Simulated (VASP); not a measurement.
Wanted: the native input for a VASP 6.6.1 run.

```
Task                   : single point
Functional             : PBE
Dispersion             : D3(BJ)
Potentials or basis    : VASP PAW PBE potentials, release 64 (Cd, F)
Cutoff                 : 520 eV
k mesh                 : 6 × 6 × 4
Occupations            : gaussian, width 0.02 eV
Spin                   : no spin polarisation
Dipole correction      : no
Further INCAR settings : ALGO = Normal; EDIFF = 1e-06; NBANDS = 35
```

The structure of CdF2 lies in POSCAR:

```
CdF2
1.0
    3.6609348849      0.0000000000      0.0000000000
   -1.8304674424      3.1704626119      0.0000000000
    0.0000000000      0.0000000000      7.1332805811
Cd F
2 4
Direct
    0.6666666667      0.3333333333      0.6652754381
    0.3333333333      0.6666666667      0.1652754381
    0.0000000000      0.0000000000      0.7761131380
    0.3333333333      0.6666666667      0.5248404040
    0.6666666667      0.3333333333      0.0248404040
    0.0000000000      0.0000000000      0.2761131380
```

These files were run (other wordings do the same):

INCAR

```
  PREC = Accurate
  ENCUT = 520
  EDIFF = 1E-6
  ISMEAR = 0
  SIGMA = 0.02
  LREAL = False
  LASPH = True
  NELM = 60
  ALGO = Normal
  ISIF = 2
  LWAVE = False
  LCHARG = True
  GGA = PE
  IVDW = 12
  LELF = True
  LVHAR = True
  NBANDS = 35
```

KPOINTS

```
Automatic mesh
0
Gamma
  6 6 4
```

Potentials or basis: VASP PAW PBE potentials, release 64 (Cd, F).

Run with:

```sh
$ cat potpaw_PBE.64/Cd/POTCAR potpaw_PBE.64/F/POTCAR > POTCAR
$ mpirun -np 1 vasp_std > vasp.out
```

It gave:

```
Pressure                   : 0.7 GPa
Largest force              : 0.059 eV/Å
Band gap on the k mesh     : 2.81 eV, indirect (least direct gap 2.94 eV)
Dispersion energy per atom : -0.159 eV
```

Wall time 57 s on 1 thread of Intel(R) Xeon(R) Platinum 8375C CPU @ 2.90GHz (Ice Lake) (shared host), peak memory 0.22 GiB.
